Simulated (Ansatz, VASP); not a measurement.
One calculation of Fe, two programs

Contents of INCAR:

```
SYSTEM = Fe
PREC     = Accurate       ! precision mode
ENCUT    = 520            ! plane-wave cutoff, eV
EDIFF    = 1E-6           ! SCF threshold, eV
ISMEAR   = -1             ! smearing method
SIGMA    = 0.1            ! smearing width, eV
LREAL    = .FALSE.        ! projectors in reciprocal space
LASPH    = .TRUE.         ! aspherical terms in the spheres
NELM     = 150            ! most SCF steps
ALGO     = Normal         ! electronic algorithm
ISIF     = 2              ! what is computed and relaxed
LWAVE    = .FALSE.        ! write WAVECAR
LCHARG   = .TRUE.         ! write CHGCAR
ISPIN    = 2              ! spin polarisation
MAGMOM   = 3.19 3.19      ! initial moments
LORBIT   = 11             ! projections on sites
LMAXMIX  = 4              ! l up to which the mixer works
LDAU     = .TRUE.         ! DFT+U
LDAUTYPE = 2            
LDAUL    = 2              ! shell
LDAUU    = 3.3            ! U, eV
LDAUJ    = 0            
LDAUPRINT= 1            
GGA      = PE             ! functional
LELF     = .TRUE.         ! ELF
LVHAR    = .TRUE.       
NBANDS   = 19             ! bands
```

The input KPOINTS:

```
Automatic mesh
0
G
  12 6 12
  0 0 0
```

File POSCAR:

```
Fe
1.0
   -1.4550000000      1.4550000000      1.4550000000
    2.9100000000     -2.9100000000      2.9100000000
    1.4550000000      1.4550000000     -1.4550000000
Fe
2
Direct
    0.0000000000      0.0000000000      0.0000000000
    0.0000000000      0.5000000000      0.0000000000
```

Input for Ansatz:

```yaml
crystal:
  lattice:
    - [-1.455, 1.455, 1.455]
    - [2.91, -2.91, 2.91]
    - [1.455, 1.455, -1.455]
  atoms:
    - { symbol: Fe, position: [0.0, 0.0, 0.0] }
    - { symbol: Fe, position: [0.0, 0.5, 0.0] }
hamiltonian:
  xc: pbe
  pseudopotentials: { kind: paw }
  hubbard: { sites: [{ species: Fe, l: d, u_eff: 3.3 }] }
basis:
  ecutwfc: 420
kpoints:
  mp_grid: { grid: [12, 6, 12] }
scf:
  occupations: { method: fermi_dirac, width: 0.1 }
  lower_state_search: "off"
output:
  forces: true
  stress: true
magnetization:
  spin_polarized: true
```

Alike in both runs: task single point; functional PBE; k mesh 12 × 6 × 12; occupations fermi-dirac, width 0.1 eV; collinear spin; Hubbard terms Fe d U = 3.3 eV.

```csv
,VASP,Ansatz
version,VASP 6.6.1,Ansatz 0.2.0
potentials or method,"VASP PAW PBE potentials, release 64 (Fe), cutoff 520 eV","PAW, plane waves, scalar-relativistic"
valence electrons in the cell,16,32
```

```tsv
	VASP	Ansatz	Ansatz less VASP
pressure (GPa)	2.8	3.8	+0.97
net moment per atom (μB)	2.82	2.80	-0.024
size of the moment on the site where the two differ most (μB)	2.92	2.90	-0.025
```

Site moments also hang on the region over which each program counts them. The programs project onto different local orbitals, so the same U acts differently, and such runs can settle in different states. VASP's potentials hold 16 valence electrons a cell and Ansatz's 32, so a difference there can come from the potentials and not from the codes. Ansatz's warnings: filled band counts differ across k points, no starting moments.
